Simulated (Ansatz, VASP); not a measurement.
**KTe2Ir in VASP and in Ansatz**

```
CELL_PARAMETERS angstrom
4.14780 0.00000 0.00000
-2.07390 3.59210 0.00000
0.00000 0.00000 9.50388
ATOMIC_POSITIONS crystal
K 0.00000 0.00000 0.00000
Te 0.00000 0.00000 0.25937
Te 0.00000 0.00000 0.74063
Ir 0.00000 0.00000 0.50000
```

Alike in both runs: task single point; functional PBE; k mesh 6 × 6 × 2; occupations gaussian, width 0.1 eV; no spin polarisation.

|  | VASP | Ansatz |
| --- | --- | --- |
| version | VASP 6.6.1 | Ansatz 0.2.0 |
| potentials or method | VASP PAW PBE potentials, release 64 (K_sv, Te, Ir), cutoff 520 eV | scalar-relativistic, plane waves, PAW |
| valence electrons in the cell | 30 | 58 |

VASP gave:

| Item | Value |
| --- | --- |
| gap on the k mesh at the Fermi level (eV) | none |
| pressure (GPa) | 16.5 |
| traceless stress, the component that is largest in VASP (GPa) | 38.24 |
| rms of the force components (eV/Å) | 0.532 |

Q: Which values does Ansatz return?

A: gap on the k mesh at the Fermi level (eV): none; pressure (GPa): 16.5; traceless stress, the component that is largest in VASP (GPa): 38.17; rms of the force components (eV/Å): 0.497.

Atom by atom the forces differ by 0.035 eV/Å (rms over components). A gap of «none» marks a metal or a gap that the smearing closes. The functional is the same, so the differences come from potentials, cutoffs and numerics. VASP's potentials hold 30 valence electrons a cell and Ansatz's 58, so a difference there can come from the potentials and not from the codes.

Neither program's run includes spin-orbit coupling.
